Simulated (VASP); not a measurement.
# Re (P6_3/mmc) in VASP: a series of runs

The runs below take Re through single point, with r2SCAN.

Program: VASP 6.6.1. These are calculated values, not measurements. Logs are shortened: lines on timing, memory, paths and dates and some standing lists are left out, and cuts for length are marked.

## (1) The cell of the first run

Symmetry: P6_3/mmc, No. 194, hexagonal system. The conventional cell has a = 2.760 Å, b = 2.760 Å, c = 4.457 Å, α = 90.00°, β = 90.00°, γ = 120.00°. Within 3.6 Å of Re (site symmetry -6m2) lie 12 Re at 2.74 to 2.76 Å.

## (2) Single point, r2SCAN

The input, POSCAR:

```
Re
1.0
    2.7598270443      0.0000000000      0.0000000000
   -1.3799135221      2.3900803304      0.0000000000
    0.0000000000      0.0000000000      4.4572270891
Re
2
Direct
    0.3333333333      0.6666666667      0.2500000000
    0.6666666667      0.3333333333      0.7500000000
```

The input, INCAR.step1:

```
  ALGO = Normal
  EDIFF = 1E-4
  ENCUT = 520
  GGA = PE
  ISMEAR = 1
  LASPH = T
  LCHARG = F
  LREAL = F
  LWAVE = T
  NBANDS = 14
  NELM = 60
  PREC = Accurate
  SIGMA = 0.2
```

The input, INCAR.step2:

```
  ALGO = Normal
  EDIFF = 1E-6
  ENCUT = 520
  ISIF = 2
  ISMEAR = 1
  ISTART = 1
  LASPH = T
  LCHARG = F
  LMIXTAU = T
  LREAL = F
  LWAVE = F
  METAGGA = R2SCAN
  NBANDS = 14
  NELM = 60
  PREC = Accurate
  SIGMA = 0.2
```

The input, KPOINTS:

```
k-points
0
Gamma
  13 13 7
```

Potentials or basis: VASP PAW PBE potentials, release 64 (Re).

Command:

```console
$ cat potpaw_PBE.64/Re/POTCAR > POTCAR
$ cp INCAR.step1 INCAR
$ mpirun -np 1 vasp_std > vasp.out
$ cp INCAR.step2 INCAR
$ mpirun -np 1 vasp_std > vasp.out
```

OUTCAR:

```text
EDIFF = 1E-6
   ENCUT = 520
   ISIF = 2
   ISMEAR = 1
   ISTART = 1
   LASPH = T
   LREAL = F
   METAGGA = R2SCAN
   NELM = 60
   PREC = Accurate

 ion  position               nearest neighbor table
   1  0.333  0.667  0.250-   2 2.74   2 2.74   2 2.74   2 2.74   2 2.74   2 2.74
   2  0.667  0.333  0.750-   1 2.74   1 2.74   1 2.74   1 2.74   1 2.74   1 2.74

  LATTYP: Found a hexagonal cell.
 ALAT       =     2.7598270443
 C/A-ratio  =     1.6150385577

  Lattice vectors:

 A1 = (   2.7598270443,   0.0000000000,   0.0000000000)
 A2 = (  -1.3799135221,   2.3900803304,   0.0000000000)
 A3 = (   0.0000000000,   0.0000000000,   4.4572270891)

Analysis of symmetry for initial positions (statically):
=====================================================================
 Subroutine PRICEL returns:
 Original cell was already a primitive cell.

 Routine SETGRP: Setting up the symmetry group for a
 hexagonal supercell.

 Subroutine GETGRP returns: Found 24 space group operations
 (whereof 12 operations were pure point group operations)
 out of a pool of 24 trial point group operations.

The static configuration has the point symmetry D_3d.
 The point group associated with its full space group is D_6h.

Analysis of symmetry for dynamics (positions and initial velocities):
=====================================================================
 Subroutine PRICEL returns:
 Original cell was already a primitive cell.

 Routine SETGRP: Setting up the symmetry group for a
 hexagonal supercell.

 Subroutine GETGRP returns: Found 24 space group operations
 (whereof 12 operations were pure point group operations)
 out of a pool of 24 trial point group operations.

The dynamic configuration has the point symmetry D_3d.
 The point group associated with its full space group is D_6h.

 Subroutine INISYM returns: Found 24 space group operations
 (whereof 12 operations are pure point group operations),
 and found     1 'primitive' translations

----------------------------------------------------------------------------------------

                                     Primitive cell

  volume of cell :      29.4008

  direct lattice vectors                    reciprocal lattice vectors
     2.759827044  0.000000000  0.000000000     0.362341547  0.209197990  0.000000000
    -1.379913522  2.390080330  0.000000000     0.000000000  0.418395979  0.000000000
     0.000000000  0.000000000  4.457227089     0.000000000  0.000000000  0.224354734

  length of vectors
     2.759827044  2.759827044  4.457227089     0.418395979  0.418395979  0.224354734

  position of ions in fractional coordinates (direct lattice)
     0.333333333  0.666666667  0.250000000
     0.666666667  0.333333333  0.750000000

  ion indices of the primitive-cell ions
   primitive index   ion index
                 1           1
                 2           2

----------------------------------------------------------------------------------------

 KPOINTS: k-points

Automatic generation of k-mesh.
 Grid dimensions read from file:
 generate k-points for:   13   13    7

 Generating k-lattice:

  Cartesian coordinates                     Fractional coordinates (reciprocal lattice)
     0.027872427  0.016092153  0.000000000     0.076923077  0.000000000  0.000000000
     0.000000000  0.032184306  0.000000000     0.000000000  0.076923077  0.000000000
     0.000000000  0.000000000  0.032050676     0.000000000  0.000000000  0.142857143

  Length of vectors
     0.032184306  0.032184306  0.032050676

  Shift w.r.t. Gamma in fractional coordinates (k-lattice)
     0.000000000  0.000000000  0.000000000

 Subroutine IBZKPT returns following result:
 ===========================================

 Found     84 irreducible k-points:

 Following reciprocal coordinates:
            Coordinates               Weight
  0.000000  0.000000  0.000000      1.000000
  0.076923 -0.000000  0.000000      6.000000
  0.153846 -0.000000  0.000000      6.000000
  0.230769 -0.000000  0.000000      6.000000
  0.307692 -0.000000  0.000000      6.000000
  0.384615  0.000000  0.000000      6.000000
[... 16 lines left out ...]
  0.076923 -0.000000  0.142857     12.000000
  0.153846 -0.000000  0.142857     12.000000
 [... further k-points ...]
   k-points           NKPTS =     84   k-points in BZ     NKDIM =     84   number of bands    NBANDS=     14
   number of dos      NEDOS =    301   number of ions     NIONS =      2
   total plane-waves  NPLWV =  20736
   dimension x,y,z NGX =    24 NGY =   24 NGZ =   36
   dimension x,y,z NGXF=    48 NGYF=   48 NGZF=   72
   ions per type =               2
   NGX,Y,Z   is equivalent  to a cutoff of  14.46, 14.46, 13.43 a.u.
   NGXF,Y,Z  is equivalent  to a cutoff of  28.91, 28.91, 26.85 a.u.
 SYSTEM =  unknown system
   PREC   = accura    normal or accurate (medium, high low for compatibility)
   ISTART =      1    job   : 0-new  1-cont  2-samecut
   ICHARG =      0    charge: 1-file 2-atom 10-const
   ISPIN  =      1    spin polarized calculation?
   LNONCOLLINEAR =      F non collinear calculations
   LSORBIT =      F    spin-orbit coupling
   LASPH  =      T    aspherical Exc in radial PAW
   ENCUT  =  520.0 eV  38.22 Ry    6.18 a.u.   5.13  5.13  8.29*2*pi/ulx,y,z
   NELM   =     60;   NELMIN=  2; NELMDL=  0     # of ELM steps
   EDIFF  = 0.1E-05   stopping-criterion for ELM
   LREAL  =      F    real-space projection
   EDIFFG = 0.1E-04   stopping-criterion for IOM
   NSW    =      0    number of steps for IOM
   IBRION =     -1    ionic relax: 0-MD 1-quasi-New 2-CG
   NFREE  =      0    steps in history (QN), initial steepest desc. (CG)
   ISIF   =      2    stress and relaxation
   ISYM   =      2    0-nonsym 1-usesym 2-fastsym
   POTIM  = 0.5000    time-step for ionic-motion
   TEBEG  =    0.0;   TEEND  =   0.0 temperature during run
   PSTRESS=    0.0 pullay stress
   NELECT =      14.0000    total number of electrons
   NUPDOWN=      -1.0000    fix difference up-down
   EMIN   =  10.00;   EMAX   =-10.00  energy-range for DOS
   EFERMI =   0.00;   METHOD = LEGACY
   ISMEAR =     1;   SIGMA  =   0.20  broadening in eV -4-tet -1-fermi 0-gaus
   EFERMI_NEDOS =   21; number of points for ismear=-14 and -15
   IALGO  =     38    algorithm
   IMIX   =      4    mixing-type and parameters
     AMIX     =   0.40;   BMIX     =  1.00
     AMIX_MAG =   1.60;   BMIX_MAG =  1.00
  volume/ion in A,a.u.               =      14.70        99.20
  Fermi-wavevector in a.u.,A,eV,Ry     =   1.278393  2.415813 22.235856  1.634289
  Thomas-Fermi vector in A             =   2.410938
   LORBIT       =      0    0 simple, 1 ext, 2 COOP (PROOUT), +10 PAW based schemes
   METAGGA = R2SCAN    functional components
   LHFCALC =     F    Hartree Fock is set to
   AEXX    =    0.0000 exact exchange contribution
   IVDW    =     0    specifies the selected vdW correction
   LEPSILON=     F    determine dielectric tensor
   LRPA    =     F    only Hartree local field effects (RPA)
 non-spin polarized calculation
 Methfessel and Paxton  Order N= 1 SIGMA  =   0.20
  energy-cutoff  :      520.00
  volume of cell :       29.40
 maximum number of plane-waves:       808
 NGX is ok and might be reduce to    24
   NGX = 11   NGY = 11   NGZ = 17

 number of electron      14.0000000 magnetization

 Free energy of the ion-electron system (eV)
  ---------------------------------------------------
  ext. energy  EPLUGINS =         0.00000000
  ---------------------------------------------------
  free energy    TOTEN  =      -104.89964814 eV

  energy without entropy =     -104.89964469  energy(sigma->0) =     -104.89964699

 E-fermi :   7.6737     XC(G=0): -14.9931

 val. band max:        7.6540527039   @ k =   0.1538   0.0769   0.2857
 cond. band min:       7.6828515558   @ k =   0.3846   0.1538   0.2857
 fundamental gap:      0.0287988519
 Fermi energy:         7.6736976866

 k-point     1 :       0.0000    0.0000    0.0000
  band No.  band energies     occupation
      1      -2.6542      2.00000
      2       0.7601      2.00000
      3       6.0564      2.00000
      4       6.0735      2.00000
      5       6.0735      2.00000
      6       6.9386      2.00000
      7       6.9386      2.00000
      8       7.9185     -0.07092
      9       7.9185     -0.07092
     10       8.2483     -0.00037
     11      11.2246     -0.00000
     12      11.2246     -0.00000
     13      18.2665      0.00000
     14      22.5198      0.00000

 k-point     2 :       0.0769   -0.0000    0.0000
  band No.  band energies     occupation
      1      -2.4008      2.00000
      2       0.9958      2.00000
      3       5.5098      2.00000
      4       6.3045      2.00000
      5       6.5280      2.00000
      6       6.7691      2.00000
      7       7.1565      2.00156
      8       7.2695      2.01492
      9       7.7273      0.56419
     10       7.8788     -0.05516
     11      11.3515     -0.00000
     12      12.2568      0.00000
     13      18.2511      0.00000
     14      23.0761      0.00000

 k-point     3 :       0.1538   -0.0000    0.0000
  band No.  band energies     occupation
      1      -1.6831      2.00000
      2       1.6072      2.00000
      3       4.8745      2.00000
      4       5.8244      2.00000
      5       6.2732      2.00000
      6       6.9817      2.00001
      7       7.1788      2.00260
      8       7.2709      2.01529
      9       7.5372      1.90738
     10       7.7912      0.17150
     11      11.6266     -0.00000
     12      14.1288      0.00000
     13      18.1199      0.00000
     14      24.4147      0.00000

 k-point     4 :       0.2308   -0.0000    0.0000
  band No.  band energies     occupation
      1      -0.6419      2.00000
      2       2.1779      2.00000
      3       4.4781      2.00000
      4       4.5147      2.00000
      5       5.8797      2.00000
      6       6.7405      2.00000
      7       7.1207      2.00065
      8       8.0522     -0.02229
      9       8.0604     -0.01970
     10       8.7811     -0.00000
     11      11.8948      0.00000
     12      16.1329      0.00000
     13      17.8099      0.00000
     14      24.0671      0.00000

 k-point     5 :       0.3077   -0.0000    0.0000
  band No.  band energies     occupation
      1       0.4432      2.00000
      2       2.1233      2.00000
      3       3.3941      2.00000
      4       4.7329      2.00000
      5       6.0247      2.00000
      6       6.2644      2.00000
      7       6.7260      2.00000
      8       9.3324     -0.00000
      9       9.4032     -0.00000
     10      10.0065     -0.00000
     11      12.0863      0.00000
[... 276 lines left out ...]
 k-point    22 :       0.0000    0.0000    0.1429
  band No.  band energies     occupation
      1      -2.4011      2.00000
      2       0.7703      2.00000
      3       5.9054      2.00000
      4       5.9576      2.00000
      5       5.9576      2.00000
      6       6.7836      2.00000
      7       6.7836      2.00000
      8       7.5693      1.76369
      9       8.2657     -0.00023
     10       8.2657     -0.00023
     11      11.2419     -0.00000
     12      11.2419     -0.00000
     13      19.2828      0.00000
     14      22.0397      0.00000

 k-point    23 :       0.0769   -0.0000    0.1429
  band No.  band energies     occupation
      1      -2.1525      2.00000
      2       1.0127      2.00000
      3       5.5051      2.00000
      4       6.1609      2.00000
      5       6.1655      2.00000
      6       6.3259      2.00000
      7       6.9868      2.00001
      8       7.2764      2.01669
      9       8.1227     -0.00670
     10       8.1598     -0.00314
     11      11.3444     -0.00000
     12      11.9766      0.00000
     13      19.2872      0.00000
     14      22.5877      0.00000

 k-point    24 :       0.1538   -0.0000    0.1429
  band No.  band energies     occupation
      1      -1.4537      2.00000
      2       1.6471      2.00000
      3       4.9282      2.00000
      4       5.2650      2.00000
      5       6.1188      2.00000
      6       6.6598      2.00000
      7       6.9377      2.00000
      8       7.5061      1.99836
      9       7.9657     -0.05878
     10       8.1172     -0.00744
     11      11.5616     -0.00000
     12      13.4213      0.00000
     13      19.2353      0.00000
     14      23.9738      0.00000

 [... further k-points ...]
[... 5 lines left out ...]
  --------------------------------------------------------------------------------------
  -------------------------------------------------------------------------------------
  Total       -0.0404398     -0.0404398     -0.0392994     -0.0000000      0.0000000      0.0000000
  in kB       -2.2037394     -2.2037394     -2.1415926     -0.0000000      0.0000000      0.0000000
  external PRESSURE =      -2.1830238 kB  Pullay stress =       0.0000000 kB

 VOLUME and BASIS-vectors are now :
 -----------------------------------------------------------------------------
  energy-cutoff  :      520.00
  volume of cell :       29.40
      direct lattice vectors                 reciprocal lattice vectors
     2.759827044  0.000000000  0.000000000     0.362341547  0.209197990  0.000000000
    -1.379913522  2.390080330  0.000000000     0.000000000  0.418395979  0.000000000
     0.000000000  0.000000000  4.457227089     0.000000000  0.000000000  0.224354734

 POSITION                                       TOTAL-FORCE (eV/Angst)
 -----------------------------------------------------------------------------------
     -0.00000      1.59339      1.11431        -0.000000     -0.000000      0.000000
      1.37991      0.79669      3.34292         0.000000      0.000000      0.000000
 -----------------------------------------------------------------------------------
    total drift:                                0.000000     -0.000000     -0.000000

  FREE ENERGIE OF THE ION-ELECTRON SYSTEM (eV)
  ---------------------------------------------------
  free  energy   TOTEN  =      -104.8996481440 eV

  energy  without entropy=     -104.8996446950  energy(sigma->0) =     -104.89964699
```

It took 80 s on 1 thread of Intel Xeon 6975P-C (Granite Rapids), shared host; peak memory 0.18 GiB.

What came out:

| Item | Value |
| --- | --- |
| Free energy | -104.8996 eV |
| Pressure | -0.2 GPa |
| Band gap on the k mesh | zero (bands 7 and 8 overlap by 2.80 eV) |

Caveat: the PAW data sets were made with another functional, which shifts forces and pressure a little; spin-orbit coupling is left out, which moves the levels of the heavy elements.

## (3) Single point, r2SCAN

POSCAR is that of step 2.

The input, INCAR.step1:

```
SYSTEM = Re
ALGO     = Normal         ! electronic algorithm
EDIFF    = 1E-4           ! SCF threshold, eV
ENCUT    = 520            ! plane-wave cutoff, eV
GGA      = PE             ! functional
ISMEAR   = 1              ! smearing method
LASPH    = .True.         ! aspherical terms in the spheres
LCHARG   = .False.        ! write CHGCAR
LREAL    = .False.        ! projectors in reciprocal space
LWAVE    = .True.         ! write WAVECAR
NBANDS   = 14             ! bands
NELM     = 60             ! most SCF steps
PREC     = Accurate       ! precision mode
SIGMA    = 0.3            ! smearing width, eV
```

The input, INCAR.step2:

```
SYSTEM = Re
ALGO     = Normal         ! electronic algorithm
EDIFF    = 1E-7           ! SCF threshold, eV
ENCUT    = 520            ! plane-wave cutoff, eV
ISIF     = 2              ! what is computed and relaxed
ISMEAR   = 1              ! smearing method
ISTART   = 1            
LASPH    = .True.         ! aspherical terms in the spheres
LCHARG   = .False.        ! write CHGCAR
LMIXTAU  = .True.       
LREAL    = .False.        ! projectors in reciprocal space
LWAVE    = .False.        ! write WAVECAR
METAGGA  = R2SCAN         ! meta-GGA
NBANDS   = 14             ! bands
NELM     = 60             ! most SCF steps
PREC     = Accurate       ! precision mode
SIGMA    = 0.3            ! smearing width, eV
```

The input, KPOINTS:

```
k-points
0
Gamma
  13 13 7
  0 0 0
```

Potentials or basis: VASP PAW PBE potentials, release 64 (Re).

Command:

```console
$ cat potpaw_PBE.64/Re/POTCAR > POTCAR
$ cp INCAR.step1 INCAR
$ mpirun -np 1 vasp_std > vasp.out
$ cp INCAR.step2 INCAR
$ mpirun -np 1 vasp_std > vasp.out
```

Run time: 68 s. Hardware: 1 thread of Intel Xeon 6975P-C (Granite Rapids), shared host; peak memory 0.17 GiB.

It converged, with:

```yaml
Free_energy: -104.8993 eV
Pressure: -0.2 GPa
Band_gap_on_the_k_mesh: zero (bands 7 and 8 overlap by 2.80 eV)
```

Stress tensor (GPa, compression positive):
```
-0.23  0.00  0.00
 0.00 -0.23  0.00
 0.00  0.00 -0.03
```

Levels at points of the mesh, in eV from the Fermi level:
| k point | band 4 | band 5 | band 6 | band 7 | band 8 | band 9 | band 10 | band 11 |
| --- | --- | --- | --- | --- | --- | --- | --- | --- |
| (0.00, 0.00, 0.00) | -1.61 | -1.61 | -0.75 | -0.75 | 0.23 | 0.23 | 0.56 | 3.54 |

Caveat: the PAW data sets were made with another functional, which shifts forces and pressure a little; spin-orbit coupling is left out, which moves the levels of the heavy elements.

## (4) Single point, r2SCAN

POSCAR is that of step 3.

The input, INCAR.step1:

```
PREC = Accurate ; ENCUT = 520
ISMEAR = 1 ; SIGMA = 0.6
LREAL = F ; LASPH = T
NELM = 60 ; NBANDS = 14
GGA = PE ; ALGO = Normal
EDIFF = 1E-4 ; LWAVE = T
LCHARG = F
```

The input, INCAR.step2:

```
PREC = Accurate ; ENCUT = 520
EDIFF = 1E-6 ; ISMEAR = 1
SIGMA = 0.6 ; LREAL = F
LASPH = T ; NELM = 60
ALGO = Normal ; ISIF = 2
LWAVE = F ; LCHARG = F
METAGGA = R2SCAN ; LMIXTAU = T
NBANDS = 14 ; ISTART = 1
```

The input, KPOINTS:

```
regular mesh
0
Gamma
  13 13 7
```

Command:

```console
$ cat potpaw_PBE.64/Re/POTCAR > POTCAR
$ cp INCAR.step1 INCAR
$ mpirun -np 1 vasp_std > vasp.out
$ cp INCAR.step2 INCAR
$ mpirun -np 1 vasp_std > vasp.out
```

Wall time 63 s (1 thread of Intel Xeon 6975P-C (Granite Rapids), shared host); peak memory 0.17 GiB.

It converged, with:

- Free energy: -104.8928 eV
- Pressure: -0.1 GPa
- Band gap on the k mesh: zero (bands 7 and 8 overlap by 2.81 eV)

Stress tensor (GPa, compression positive):
```
-0.14  0.00  0.00
 0.00 -0.14  0.00
 0.00  0.00 -0.05
```

Levels at points of the mesh, in eV from the Fermi level:
```csv
k point,band 3,band 4,band 5,band 6,band 7,band 8,band 9,band 10,band 11,band 12
"(0.00, 0.00, 0.00)",-1.64,-1.62,-1.62,-0.76,-0.76,0.23,0.23,0.56,3.53,3.53
```

Caveat: so wide a smearing shifts energies and pressures; the PAW data sets were made with another functional, which shifts forces and pressure a little; spin-orbit coupling is left out, which moves the levels of the heavy elements.

## (5) Summary

| smearing | gap on the mesh (eV) | pressure (GPa) |
| --- | --- | --- |
| methfessel-paxton 0.2 eV | none | -0.2 |
| methfessel-paxton 0.3 eV | none | -0.2 |
| methfessel-paxton 0.6 eV | none | -0.1 |

Alike in all rows: task single point; level r2SCAN; potentials or basis VASP PAW PBE potentials, release 64 (Re); no spin polarisation; cell as given; k mesh 13 × 13 × 7; cutoff (eV) 520.

Caveats: the PAW data sets were made with another functional, which shifts forces and pressure a little; spin-orbit coupling is left out, which moves the levels of the heavy elements; so wide a smearing shifts energies and pressures (at least some runs).

Total energies depend on the potentials used, so only differences within one code and one set of settings carry meaning.

The gap in the log of VASP goes by the Fermi energy; the results here count the filled bands.